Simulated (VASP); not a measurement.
P: single point with PBE

The system is P.

```xyz
4
Lattice="1.6557 -5.6416 0.0000 1.6557 5.6416 0.0000 0.0000 0.0000 4.5599" Properties=species:S:1:pos:R:3 pbc="T T T"
P     1.6557   -4.5806    2.6741
P     1.6557    4.5806    1.8858
P     1.6557   -1.0610    0.3942
P     1.6557    1.0610    4.1657
```

| Property | Result |
| --- | --- |
| Program | VASP 6.6.1 |
| Task | single point |
| Functional | PBE |
| Potentials or basis | VASP PAW PBE potentials, release 64 (P) |
| Cutoff | 520 eV |
| k mesh | 8 × 8 × 6 |
| Occupations | fermi-dirac, width 0.05 eV |
| Spin | no spin polarisation |
| Dipole correction | no |
| Further INCAR settings | ALGO = Normal; EDIFF = 1e-06; NBANDS = 18 |

```yaml
Pressure: -0.3 GPa
Largest_force: 0.048 eV/Å
Band_gap_on_the_k_mesh: 0.15 eV
```

Forces in eV/Å, atoms in the order of the input:
```
P    0.000 -0.038  0.029
P    0.000  0.038 -0.029
P    0.000  0.038  0.029
P    0.000 -0.038 -0.029
```

Levels at points of the mesh, in eV from the valence-band top:
| k point | band 8 | band 9 | band 10 | band 11 | band 12 | band 13 |
| --- | --- | --- | --- | --- | --- | --- |
| (0.00, 0.00, 0.00) | -2.60 | -2.28 | -0.99 | 0.76 | 1.23 | 2.11 |
| (0.50, 0.00, 0.00) | -3.21 | -2.48 | -2.48 | 0.78 | 0.78 | 1.56 |
| (0.50, 0.50, 0.00) | -2.16 | -1.60 | 0.00 | 0.15 | 1.05 | 2.27 |
| (0.00, 0.00, 0.50) | -2.99 | -1.50 | -1.50 | 1.59 | 1.59 | 3.00 |
| (0.50, 0.00, 0.50) | -5.16 | -1.70 | -1.70 | 1.83 | 1.83 | 3.51 |
| (0.50, 0.50, 0.50) | -2.77 | -1.77 | -1.77 | 1.56 | 1.56 | 2.58 |

Run time: 89 s on 1 thread of AMD EPYC 9R45 96-Core Processor (Zen 5), with other jobs on the host, peak memory 0.27 GiB.

A k mesh can miss the band edges.
